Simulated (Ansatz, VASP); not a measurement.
Given: the input of a run of Ansatz 0.2.0 on HfC.

File input.yaml:

```yaml
crystal:
  lattice:
    - [3.3428660531, 0.0, 0.0]
    - [-1.6714330265, 2.8950069234, 0.0]
    - [0.0, 0.0, 5.202714]
  atoms:
    - { symbol: Hf, position: [0.3333333333, 0.6666666667, 0.25] }
    - { symbol: Hf, position: [0.6666666667, 0.3333333333, 0.75] }
    - { symbol: C, position: [0.0, 0.0, 0.5] }
    - { symbol: C, position: [0.0, 0.0, 0.0] }
hamiltonian:
  xc: { exchange: pbe, correlation: pbe, exx: { coeff: 0.1, omega: 0.2 } }
  pseudopotentials: { kind: paw }
kpoints:
  mp_grid: { grid: [5, 5, 3] }
scf:
  occupations: { method: fermi_dirac, width: 0.05 }
output:
  forces: true
  stress: true
  eigenvalues: true
```

Potentials or basis: Ansatz PAW.

Command:

```console
$ ansatz run input.yaml --threads 2 --pin off --max-ram 5632MiB --backend cpu --events-out ev --progress --plain --runs-dir out
```

Translate it to VASP 6.6.1. Potentials there: VASP PAW PBE potentials, release 64 (Hf_pv, C).

As run (the cutoff follows the program's own potentials):

POSCAR

```
HfC
1.0
    3.3428660531      0.0000000000      0.0000000000
   -1.6714330265      2.8950069234      0.0000000000
    0.0000000000      0.0000000000      5.2027140000
Hf C
2 2
Direct
    0.3333333333      0.6666666667      0.2500000000
    0.6666666667      0.3333333333      0.7500000000
    0.0000000000      0.0000000000      0.5000000000
    0.0000000000      0.0000000000      0.0000000000
```

Contents of INCAR.step1:

```
SYSTEM = HfC
ALGO = Normal ; EDIFF = 1E-5
ENCUT = 520 ; GGA = PE
ISIF = 2 ; ISMEAR = -1
LASPH = .True. ; LREAL = .False.
LWAVE = .True. ; NBANDS = 22
NELM = 80 ; PREC = Accurate
SIGMA = 0.05
```

INCAR.step2

```
SYSTEM = HfC
AEXX = 0.1 ; ALGO = Normal
EDIFF = 1E-6 ; ENCUT = 520
GGA = PE ; HFSCREEN = 0.2
ISIF = 2 ; ISMEAR = -1
ISTART = 1 ; LASPH = .True.
LCHARG = .True. ; LELF = .True.
LHFCALC = .True. ; LREAL = .False.
LVHAR = .True. ; LWAVE = .False.
NBANDS = 22 ; NELM = 80
PREC = Accurate ; PRECFOCK = Normal
SIGMA = 0.05
```

KPOINTS

```
k-points
0
Gamma
  5 5 3
  0 0 0
```

Potentials or basis: VASP PAW PBE potentials, release 64 (Hf_pv, C).

Run with:

```console
$ cat potpaw_PBE.64/Hf_pv/POTCAR potpaw_PBE.64/C/POTCAR > POTCAR
$ cp INCAR.step1 INCAR
$ mpirun -np 1 vasp_std > vasp.out
$ cp INCAR.step2 INCAR
$ mpirun -np 1 vasp_std > vasp.out
```

Both were run:

|  | VASP | Ansatz | Ansatz less VASP |
| --- | --- | --- | --- |
| gap on the k mesh at the Fermi level (eV) | none | none | - |
| pressure (GPa) | -3.4 | -1.8 | +1.62 |
| traceless stress, the component that is largest in VASP (GPa) | 2.82 | 2.79 | -0.027 |

VASP's potentials were made for PBE, not for PBE-based screened hybrid. A gap of «none» marks a metal or a gap that the smearing closes. VASP's potentials hold 28 valence electrons a cell and Ansatz's 60, so a difference there can come from the potentials and not from the codes.

The k mesh is coarse, so the values compare programs but aren't converged. Spin-orbit coupling is off throughout.
